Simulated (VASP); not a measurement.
A run of VASP 6.6.1 is set up as follows.

INCAR

```
SYSTEM = SnSe
PREC = Accurate ; ENCUT = 520
EDIFF = 1E-6 ; ISMEAR = 0
SIGMA = 0.01 ; LREAL = .FALSE.
LASPH = .TRUE. ; NELM = 80
ALGO = Normal ; ISIF = 2
LWAVE = .FALSE. ; LCHARG = .TRUE.
GGA = PS ; LELF = .TRUE.
LVHAR = .TRUE. ; NBANDS = 17
```

File KPOINTS:

```
regular mesh
0
G
  12 12 12
  0 0 0
```

File POSCAR:

```
SnSe
1.0
    0.0000000000      2.7001021016      2.7001021016
    2.7001021016      0.0000000000      2.7001021016
    2.7001021016      2.7001021016      0.0000000000
Sn Se
1 1
Direct
    0.0000000000      0.0000000000      0.0000000000
    0.5000000000      0.5000000000      0.5000000000
```

Potentials or basis: VASP PAW PBE potentials, release 64 (Sn_d, Se).

The run is started by

```console
$ cat potpaw_PBE.64/Sn_d/POTCAR potpaw_PBE.64/Se/POTCAR > POTCAR
$ mpirun -np 1 vasp_std > vasp.out
```

Predict the band gap on the k mesh.

zero (bands 10 and 11 overlap by 0.01 eV).

Estimate the pressure.

30.2 GPa.

Caveat: the cell stands under pressure; semilocal functionals underestimate gaps, so a narrow gap can read as zero; the PAW data sets were made with another functional, which shifts forces and pressure a little; spin-orbit coupling is left out, which moves the levels of the heavy elements.
